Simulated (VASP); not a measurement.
# H: single point with r2SCAN

Crystal: H.

```
H
1.0
     2.62348   -2.56690    0.00000
     2.62348    2.56690    0.00000
     0.00000    0.00000    4.14182
H
4
Cartesian
  2.6235 -2.3271 0.2838
  2.6235 0.2398 1.7872
  2.6235 -0.2398 2.3547
  2.6235 2.3271 3.8581
```

* Program: VASP 6.6.1
* Task: single point
* Functional: r2SCAN
* Potentials or basis: VASP PAW PBE potentials, release 64 (H)
* Cutoff: 520 eV
* k mesh: 1 × 1 × 1
* Occupations: gaussian, width 0.02 eV
* Spin: no spin polarisation
* Dipole correction: no
* Further INCAR settings: ALGO = Normal; EDIFF = 1e-06; NBANDS = 10

* Pressure: -3.8 GPa
* Largest force: 0.468 eV/Å
* Band gap on the k mesh: 12.49 eV

Forces on the atoms (eV/Å):
```
H    0.000  0.351  0.311
H    0.000  0.351 -0.311
H    0.000 -0.351  0.311
H    0.000 -0.351 -0.311
```

Stress tensor (GPa, compression positive):
```
-6.69  0.00  0.00
 0.00 -4.74  0.00
 0.00  0.00  0.11
```

Levels at points of the mesh, in eV from the valence-band top:
| k point | band 1 | band 2 | band 3 | band 4 | band 5 | band 6 | band 7 |
| --- | --- | --- | --- | --- | --- | --- | --- |
| (0.00, 0.00, 0.00) | -1.78 | 0.00 | 12.49 | 13.78 | 14.24 | 16.55 | 16.65 |

It took 14 s on 1 thread of Intel(R) Xeon(R) Platinum 8559C (Emerald Rapids), with other jobs on the host, peak memory 0.15 GiB.

Caveat: the k points lie up to 1.71 Å⁻¹ apart; the PAW data sets were made with another functional, which shifts forces and pressure a little. r2SCAN opens gaps a little over a GGA but as a rule still falls short of measured ones.
